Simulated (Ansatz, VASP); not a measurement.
## Two plane-wave programs on In3Se

Contents of INCAR:

```
ALGO     = Normal         # electronic algorithm
EDIFF    = 1E-6           # SCF threshold, eV
ENCUT    = 520            # plane-wave cutoff, eV
GGA      = PE             # functional
ISIF     = 2              # what is computed and relaxed
ISMEAR   = 0              # smearing method
LASPH    = True           # aspherical terms in the spheres
LCHARG   = False          # write CHGCAR
LREAL    = False          # projectors in reciprocal space
LWAVE    = False          # write WAVECAR
NBANDS   = 30             # bands
NELM     = 60             # most SCF steps
PREC     = Accurate       # precision mode
SIGMA    = 0.1            # smearing width, eV
```

The input KPOINTS:

```
k-points
0
Gamma
  12 12 12
```

The input POSCAR:

```
In3Se
1.0
   -3.0064576464      3.0064576464      3.0064576464
    3.0064576464     -3.0064576464      3.0064576464
    3.0064576464      3.0064576464     -3.0064576464
In Se
3 1
Direct
    0.0000000000      0.5000000000      0.5000000000
    0.5000000000      0.0000000000      0.5000000000
    0.5000000000      0.5000000000      0.0000000000
    0.0000000000      0.0000000000      0.0000000000
```

Input for Ansatz:

```yaml
crystal:
  lattice:
    - [-3.0064576464, 3.0064576464, 3.0064576464]
    - [3.0064576464, -3.0064576464, 3.0064576464]
    - [3.0064576464, 3.0064576464, -3.0064576464]
  atoms:
    - { symbol: In, position: [0.0, 0.5, 0.5] }
    - { symbol: In, position: [0.5, 0.0, 0.5] }
    - { symbol: In, position: [0.5, 0.5, 0.0] }
    - { symbol: Se, position: [0.0, 0.0, 0.0] }
basis:
  ecutwfc: 420
kpoints:
  mp_grid: { grid: [12, 12, 12] }
hamiltonian:
  xc: pbe
scf:
  occupations: { method: gaussian, width: 0.1 }
output:
  forces: true
  stress: true
  eigenvalues: true
```

Alike in both runs: task single point; functional PBE; k mesh 12 × 12 × 12; occupations gaussian, width 0.1 eV; no spin polarisation.

|  | VASP | Ansatz |
| --- | --- | --- |
| version | VASP 6.6.1 | Ansatz 0.2.0 |
| potentials or method | VASP PAW PBE potentials, release 64 (In_d, Se), cutoff 520 eV | scalar-relativistic, plane waves, PAW |
| valence electrons in the cell | 45 | 55 |

```tsv
	VASP	Ansatz	Ansatz less VASP
gap on the k mesh at the Fermi level (eV)	none	none	-
pressure (GPa)	1.1	1.1	+0.01
```

A gap of «none» marks a metal or a gap that the smearing closes. With one functional, cell and mesh, what is left measures potentials, basis and numerics. VASP's potentials hold 45 valence electrons a cell and Ansatz's 55, so a difference there can come from the potentials and not from the codes.
